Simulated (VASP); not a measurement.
Input of a VASP 6.6.1 run:

File INCAR:

```
ALGO     = Normal         # electronic algorithm
EDIFF    = 1E-6           # SCF threshold, eV
ENCUT    = 520            # plane-wave cutoff, eV
GGA      = PS             # functional
ISIF     = 2              # what is computed and relaxed
ISMEAR   = -1             # smearing method
LASPH    = True           # aspherical terms in the spheres
LCHARG   = True           # write CHGCAR
LELF     = True           # ELF
LREAL    = False          # projectors in reciprocal space
LVHAR    = True         
LWAVE    = False          # write WAVECAR
NBANDS   = 11             # bands
NELM     = 60             # most SCF steps
PREC     = Accurate       # precision mode
SIGMA    = 0.05           # smearing width, eV
```

Contents of KPOINTS:

```
k-points
0
Gamma
  9 9 9
```

File POSCAR:

```
MgO
1.0
    0.0000000000      2.0970013927      2.1808814484
    2.0970013927      0.0000000000      2.1808814484
    2.0970013927      2.0970013927      0.0000000000
Mg O
1 1
Direct
    0.0000000000      0.0000000000      0.0000000000
    0.5000000000      0.5000000000      0.5000000000
```

Potentials or basis: VASP PAW PBE potentials, release 64 (Mg, O).

The run is started by

```bash
$ cat potpaw_PBE.64/Mg/POTCAR potpaw_PBE.64/O/POTCAR > POTCAR
$ mpirun -np 1 vasp_std > vasp.out
```

Q: What does it give for the pressure?

A: -3.8 GPa.

Q: What does it give for the band gap on the k mesh?

A: 4.32 eV, direct.

Stress tensor (GPa, compression positive):
```
-1.66  0.00  0.00
 0.00 -1.66  0.00
 0.00  0.00 -8.09
```

Caveat: the PAW data sets were made with another functional, which shifts forces and pressure a little.
